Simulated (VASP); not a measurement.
# Ni (Fm-3m) in VASP: further runs

Ni is run at these levels: LDA; tasks: single point.

Program: VASP 6.6.1. These are calculated values, not measurements. Logs are shortened: lines on timing, memory, paths and dates and some standing lists are left out, and cuts for length are marked.

**1. The cell of the first run**

It takes space group Fm-3m (No. 225, cubic). The conventional cell has a = 3.421 Å, b = 3.421 Å, c = 3.421 Å, α = 90.00°, β = 90.00°, γ = 90.00°. Within 3.2 Å of Ni (site symmetry m-3m) lie 12 Ni at 2.42 Å.

**2. Single point, LDA**

The input, INCAR:

```
PREC     = Accurate       # precision mode
ENCUT    = 520            # plane-wave cutoff, eV
EDIFF    = 1E-6           # SCF threshold, eV
ISMEAR   = -1             # smearing method
SIGMA    = 0.1            # smearing width, eV
LREAL    = False          # projectors in reciprocal space
LASPH    = True           # aspherical terms in the spheres
NELM     = 100            # most SCF steps
ALGO     = Normal         # electronic algorithm
ISIF     = 2              # what is computed and relaxed
LWAVE    = False          # write WAVECAR
LCHARG   = False          # write CHGCAR
GGA      = CA             # functional
NBANDS   = 11             # bands
```

The input, KPOINTS:

```
regular mesh
0
Gamma
  26 26 26
```

The input, POSCAR:

```
Ni
1.0
    0.0000000000      1.7104399103      1.7104399103
    1.7104399103      0.0000000000      1.7104399103
    1.7104399103      1.7104399103      0.0000000000
Ni
1
Direct
    0.0000000000      0.0000000000      0.0000000000
```

Potentials or basis: VASP PAW LDA potentials, release 64 (Ni).

Started as:

```sh
> cat potpaw_LDA.64/Ni/POTCAR > POTCAR
> mpirun -np 1 vasp_std > vasp.out
```

OUTCAR:

```text
PREC = Accurate
   ENCUT = 520
   EDIFF = 1E-6
   ISMEAR = -1
   LREAL = False
   LASPH = True
   NELM = 100
   ISIF = 2
   GGA = CA

 ion  position               nearest neighbor table
   1  0.000  0.000  0.000-

  LATTYP: Found a face centered cubic cell.
 ALAT       =     3.4208798206

  Lattice vectors:

 A1 = (   0.0000000000,   1.7104399103,   1.7104399103)
 A2 = (   1.7104399103,   0.0000000000,   1.7104399103)
 A3 = (   1.7104399103,   1.7104399103,   0.0000000000)

Analysis of symmetry for initial positions (statically):
=====================================================================
 Subroutine PRICEL returns:
 Original cell was already a primitive cell.

 Routine SETGRP: Setting up the symmetry group for a
 face centered cubic supercell.

 Subroutine GETGRP returns: Found 48 space group operations
 (whereof 48 operations were pure point group operations)
 out of a pool of 48 trial point group operations.

The static configuration has the point symmetry O_h .

Analysis of symmetry for dynamics (positions and initial velocities):
=====================================================================
 Subroutine PRICEL returns:
 Original cell was already a primitive cell.

 Routine SETGRP: Setting up the symmetry group for a
 face centered cubic supercell.

 Subroutine GETGRP returns: Found 48 space group operations
 (whereof 48 operations were pure point group operations)
 out of a pool of 48 trial point group operations.

The dynamic configuration has the point symmetry O_h .

 Subroutine INISYM returns: Found 48 space group operations
 (whereof 48 operations are pure point group operations),
 and found     1 'primitive' translations

----------------------------------------------------------------------------------------

                                     Primitive cell

  volume of cell :      10.0081

  direct lattice vectors                    reciprocal lattice vectors
     0.000000000  1.710439910  1.710439910    -0.292322459  0.292322459  0.292322459
     1.710439910  0.000000000  1.710439910     0.292322459 -0.292322459  0.292322459
     1.710439910  1.710439910  0.000000000     0.292322459  0.292322459 -0.292322459

  length of vectors
     2.418927319  2.418927319  2.418927319     0.506317351  0.506317351  0.506317351

  position of ions in fractional coordinates (direct lattice)
     0.000000000  0.000000000  0.000000000

  ion indices of the primitive-cell ions
   primitive index   ion index
                 1           1

----------------------------------------------------------------------------------------

 KPOINTS: regular mesh

Automatic generation of k-mesh.
 Grid dimensions read from file:
 generate k-points for:   26   26   26

 Generating k-lattice:

  Cartesian coordinates                     Fractional coordinates (reciprocal lattice)
    -0.011243171  0.011243171  0.011243171     0.038461538  0.000000000  0.000000000
     0.011243171 -0.011243171  0.011243171     0.000000000  0.038461538  0.000000000
     0.011243171  0.011243171 -0.011243171     0.000000000  0.000000000  0.038461538

  Length of vectors
     0.019473744  0.019473744  0.019473744

  Shift w.r.t. Gamma in fractional coordinates (k-lattice)
     0.000000000  0.000000000  0.000000000

 Subroutine IBZKPT returns following result:
 ===========================================

 Found    511 irreducible k-points:

 Following reciprocal coordinates:
            Coordinates               Weight
  0.000000  0.000000  0.000000      1.000000
  0.038462  0.000000  0.000000      8.000000
  0.076923  0.000000  0.000000      8.000000
  0.115385  0.000000  0.000000      8.000000
  0.153846  0.000000  0.000000      8.000000
  0.192308  0.000000  0.000000      8.000000
[... 16 lines left out ...]
  0.346154  0.038462  0.000000     24.000000
  0.384615  0.038462  0.000000     24.000000
 [... further k-points ...]
   k-points           NKPTS =    511   k-points in BZ     NKDIM =    511   number of bands    NBANDS=     11
   number of dos      NEDOS =    301   number of ions     NIONS =      1
   total plane-waves  NPLWV =   5832
   dimension x,y,z NGX =    18 NGY =   18 NGZ =   18
   dimension x,y,z NGXF=    36 NGYF=   36 NGZF=   36
   ions per type =               1
   NGX,Y,Z   is equivalent  to a cutoff of  12.37, 12.37, 12.37 a.u.
   NGXF,Y,Z  is equivalent  to a cutoff of  24.74, 24.74, 24.74 a.u.
 SYSTEM =  unknown system
   PREC   = accura    normal or accurate (medium, high low for compatibility)
   ISTART =      0    job   : 0-new  1-cont  2-samecut
   ICHARG =      2    charge: 1-file 2-atom 10-const
   ISPIN  =      1    spin polarized calculation?
   LNONCOLLINEAR =      F non collinear calculations
   LSORBIT =      F    spin-orbit coupling
   LASPH  =      T    aspherical Exc in radial PAW
   ENCUT  =  520.0 eV  38.22 Ry    6.18 a.u.   4.50  4.50  4.50*2*pi/ulx,y,z
   NELM   =    100;   NELMIN=  2; NELMDL= -5     # of ELM steps
   EDIFF  = 0.1E-05   stopping-criterion for ELM
   LREAL  =      F    real-space projection
   EDIFFG = 0.1E-04   stopping-criterion for IOM
   NSW    =      0    number of steps for IOM
   IBRION =     -1    ionic relax: 0-MD 1-quasi-New 2-CG
   NFREE  =      0    steps in history (QN), initial steepest desc. (CG)
   ISIF   =      2    stress and relaxation
   ISYM   =      2    0-nonsym 1-usesym 2-fastsym
   POTIM  = 0.5000    time-step for ionic-motion
   TEBEG  =    0.0;   TEEND  =   0.0 temperature during run
   PSTRESS=    0.0 pullay stress
   NELECT =      10.0000    total number of electrons
   NUPDOWN=      -1.0000    fix difference up-down
   EMIN   =  10.00;   EMAX   =-10.00  energy-range for DOS
   EFERMI =   0.00;   METHOD = LEGACY
   ISMEAR =    -1;   SIGMA  =   0.10  broadening in eV -4-tet -1-fermi 0-gaus
   EFERMI_NEDOS =   21; number of points for ismear=-14 and -15
   IALGO  =     38    algorithm
   IMIX   =      4    mixing-type and parameters
     AMIX     =   0.40;   BMIX     =  1.00
     AMIX_MAG =   1.60;   BMIX_MAG =  1.00
  volume/ion in A,a.u.               =      10.01        67.54
  Fermi-wavevector in a.u.,A,eV,Ry     =   1.636655  3.092829 36.445082  2.678638
  Thomas-Fermi vector in A             =   2.727925
   LORBIT       =      0    0 simple, 1 ext, 2 COOP (PROOUT), +10 PAW based schemes
   GGA     = CA    functional components
   LHFCALC =     F    Hartree Fock is set to
   AEXX    =    0.0000 exact exchange contribution
   IVDW    =     0    specifies the selected vdW correction
   LEPSILON=     F    determine dielectric tensor
   LRPA    =     F    only Hartree local field effects (RPA)
 non-spin polarized calculation
  energy-cutoff  :      520.00
  volume of cell :       10.01
 maximum number of plane-waves:       290
 NGX is ok and might be reduce to    18
   NGX =  9   NGY =  9   NGZ =  9

 number of electron      10.0000000 magnetization

 number of electron       9.9999991 magnetization

 Free energy of the ion-electron system (eV)
  ---------------------------------------------------
  ext. energy  EPLUGINS =         0.00000000
  ---------------------------------------------------
  free energy    TOTEN  =        -6.59073849 eV

  energy without entropy =       -6.50812262  energy(sigma->0) =       -6.54943056

 E-fermi :  10.1551     XC(G=0): -14.1143

 val. band max:       10.1534170911   @ k =  -0.3462   0.3846   0.1538
 cond. band min:      10.1576380776   @ k =   0.3846   0.1154   0.0000
 fundamental gap:      0.0042209864
 Fermi energy:        10.1550926664

 k-point     1 :       0.0000    0.0000    0.0000
  band No.  band energies     occupation
      1       0.7149      2.00000
      2       8.0149      2.00000
      3       8.0149      2.00000
      4       8.0149      2.00000
      5       9.2916      1.99964
      6       9.2916      1.99964
      7      34.7420      0.00000
      8      39.1953      0.00000
      9      39.1953      0.00000
     10      39.1953      0.00000
     11      42.5365      0.00000

 k-point     2 :       0.0385    0.0000    0.0000
  band No.  band energies     occupation
      1       0.7767      2.00000
      2       7.9964      2.00000
      3       8.0302      2.00000
      4       8.0302      2.00000
      5       9.2846      1.99967
      6       9.2846      1.99967
      7      34.6152      0.00000
      8      38.2476      0.00000
      9      39.0654      0.00000
     10      39.0654      0.00000
     11      42.7315      0.00000

 k-point     3 :       0.0769    0.0000    0.0000
  band No.  band energies     occupation
      1       0.9609      2.00000
      2       7.9432      2.00000
      3       8.0735      2.00000
      4       8.0735      2.00000
      5       9.2664      1.99972
      6       9.2664      1.99972
      7      34.0241      0.00000
      8      36.8574      0.00000
      9      38.7501      0.00000
     10      38.7501      0.00000
     11      43.2207      0.00000

 k-point     4 :       0.1154    0.0000    0.0000
  band No.  band energies     occupation
      1       1.2633      2.00000
      2       7.8628      2.00000
      3       8.1358      2.00000
      4       8.1358      2.00000
      5       9.2457      1.99978
      6       9.2457      1.99978
      7      32.6139      0.00000
      8      36.1025      0.00000
      9      38.3672      0.00000
     10      38.3672      0.00000
     11      43.4954      0.00000
[... 239 lines left out ...]
 k-point    22 :       0.3077    0.0385    0.0000
  band No.  band energies     occupation
      1       3.8523      2.00000
      2       7.6203      2.00000
      3       8.1849      2.00000
      4       8.2277      2.00000
      5       9.4988      1.99718
      6       9.6571      1.98634
      7      23.5091      0.00000
      8      34.1969      0.00000
      9      35.5573      0.00000
     10      38.3705      0.00000
     11      40.5703      0.00000

 k-point    23 :       0.3462    0.0385    0.0000
  band No.  band energies     occupation
      1       4.4024      2.00000
      2       7.8244      2.00000
      3       8.1164      2.00000
      4       8.1704      2.00000
      5       9.6939      1.98033
      6       9.8024      1.94289
      7      21.7084      0.00000
      8      33.8434      0.00000
      9      35.4115      0.00000
     10      37.8245      0.00000
     11      40.1852      0.00000

 k-point    24 :       0.3846    0.0385    0.0000
  band No.  band energies     occupation
      1       4.8118      2.00000
      2       8.0455      2.00000
      3       8.1105      2.00000
      4       8.2157      2.00000
      5       9.9044      1.84928
      6       9.9362      1.79847
      7      20.0484      0.00000
      8      33.5263      0.00000
      9      35.3544      0.00000
     10      37.2443      0.00000
     11      39.9431      0.00000

 [... further k-points ...]
[... 5 lines left out ...]
  --------------------------------------------------------------------------------------
  -------------------------------------------------------------------------------------
  Total       -0.0002966     -0.0002966     -0.0002966      0.0000000      0.0000000      0.0000000
  in kB       -0.0474880     -0.0474880     -0.0474880      0.0000000      0.0000000      0.0000000
  external PRESSURE =      -0.0474880 kB  Pullay stress =       0.0000000 kB

 VOLUME and BASIS-vectors are now :
 -----------------------------------------------------------------------------
  energy-cutoff  :      520.00
  volume of cell :       10.01
      direct lattice vectors                 reciprocal lattice vectors
     0.000000000  1.710439910  1.710439910    -0.292322459  0.292322459  0.292322459
     1.710439910  0.000000000  1.710439910     0.292322459 -0.292322459  0.292322459
     1.710439910  1.710439910  0.000000000     0.292322459  0.292322459 -0.292322459

 POSITION                                       TOTAL-FORCE (eV/Angst)
 -----------------------------------------------------------------------------------
      0.00000      0.00000      0.00000         0.000000      0.000000      0.000000
 -----------------------------------------------------------------------------------
    total drift:                                0.000000      0.000000     -0.000000

  FREE ENERGIE OF THE ION-ELECTRON SYSTEM (eV)
  ---------------------------------------------------
  free  energy   TOTEN  =        -6.5907384860 eV

  energy  without entropy=       -6.5081226249  energy(sigma->0) =       -6.54943056
```

It took 28 s on 1 thread of Intel Xeon Platinum 8375C at 2.90GHz (Ice Lake), shared host; peak memory 0.16 GiB.

Results:

```yaml
Free_energy: -6.5907 eV
Pressure: 0.0 GPa
Band_gap_on_the_k_mesh: zero (band 5 reaches 10.33 eV, above the bottom of band 6 at 9.24 eV)
```

Caveat: the run has no spin polarisation, though such a crystal can be magnetic. Spin polarisation is off, so any magnetic state and its effect on volume and gap are missing.

**3. Single point, LDA, collinear spin, ferromagnetic start**

This run uses another cell than the first one, of 10.04 Å³/atom, 1.004 times its volume.

The input, INCAR:

```
PREC     = Accurate       # precision mode
ENCUT    = 520            # plane-wave cutoff, eV
EDIFF    = 1E-6           # SCF threshold, eV
ISMEAR   = -1             # smearing method
SIGMA    = 0.05           # smearing width, eV
LREAL    = False          # projectors in reciprocal space
LASPH    = True           # aspherical terms in the spheres
NELM     = 150            # most SCF steps
ALGO     = Normal         # electronic algorithm
ISIF     = 2              # what is computed and relaxed
LWAVE    = False          # write WAVECAR
LCHARG   = True           # write CHGCAR
ISPIN    = 2              # spin polarisation
MAGMOM   = 0.607          # initial moments
LORBIT   = 11             # projections on sites
LMAXMIX  = 4              # l up to which the mixer works
GGA      = CA             # functional
LELF     = True           # ELF
LVHAR    = True         
NBANDS   = 15             # bands
```

The input, KPOINTS:

```
regular mesh
0
Gamma
  3 3 3
```

The input, POSCAR:

```
Ni
1.0
    0.0000000000      1.7124646296      1.7124646296
    1.7124646296      0.0000000000      1.7124646296
    1.7124646296      1.7124646296      0.0000000000
Ni
1
Direct
    0.0000000000      0.0000000000      0.0000000000
```

Potentials or basis: VASP PAW LDA potentials, release 64 (Ni).

Started as:

```sh
> cat potpaw_LDA.64/Ni/POTCAR > POTCAR
> mpirun -np 1 vasp_std > vasp.out
```

It took 3.8 s on 1 thread of Intel Xeon Platinum 8488C (Sapphire Rapids), shared host; peak memory 0.11 GiB.

The run converged. Its results:

```yaml
Free_energy: -6.3961 eV
Pressure: 9.8 GPa
Net_moment: 1.11 μB per cell
Site_moments: Ni +1.10 μB
Valence_electrons_inside_the_program's_atomic_spheres: Ni 9.45
```

Levels at points of the mesh, in eV from the Fermi level:
Spin up:
| k point | band 2 | band 3 | band 4 | band 5 | band 6 | band 7 | band 8 | band 9 | band 10 | band 11 |
| --- | --- | --- | --- | --- | --- | --- | --- | --- | --- | --- |
| (0.00, 0.00, 0.00) | -2.72 | -2.72 | -2.72 | -1.52 | -1.52 | 24.87 | 29.19 | 29.19 | 29.19 | 32.35 |
Spin down:
```csv
k point,band 1,band 2,band 3,band 4,band 5,band 6,band 7,band 8,band 9
"(0.00, 0.00, 0.00)",-9.05,-1.65,-1.65,-1.65,-0.41,-0.41,24.90,29.34,29.34
```

Caveat: the k points lie up to 1.06 Å⁻¹ apart.

[end of part 1 of 2]
